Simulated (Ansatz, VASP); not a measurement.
**Te2Mo: VASP beside Ansatz**

```xyz
6
Lattice="3.5106 0.0000 0.0000 -1.7553 3.0403 0.0000 0.0000 0.0000 13.7547" Properties=species:S:1:pos:R:3 pbc="T T T"
Te    0.0000    2.0268    8.4917
Te    1.7553    1.0134    1.6143
Te    0.0000    2.0268   12.1404
Te    1.7553    1.0134    5.2631
Mo    0.0000    2.0268    3.4387
Mo    1.7553    1.0134   10.3161
```

Alike in both runs: task relaxation of cell and atoms; functional PBE; dispersion D3(BJ); k mesh 9 × 9 × 2; occupations gaussian, width 0.02 eV; no spin polarisation.

```csv
,VASP,Ansatz
version,VASP 6.6.1,Ansatz 0.2.0
potentials or method,"VASP PAW PBE potentials, release 64 (Te, Mo_sv), cutoff 600 eV","scalar-relativistic, all-electron LAPW"
```

```csv
,VASP,Ansatz,Ansatz less VASP
"gap on the k mesh at the Fermi level, each at its own relaxed structure (eV)",0.67,0.67,+0.009
relaxed volume (Å³/atom),24.14,24.18,+0.036
relaxed cell length with the largest relative difference (Å),3.495,3.497,+0.0018
```

Ansatz ran all-electron here, and VASP with PAW potentials. Ansatz's warnings: relaxed geometry near dispersion switch.

Neither program's run includes spin-orbit coupling.
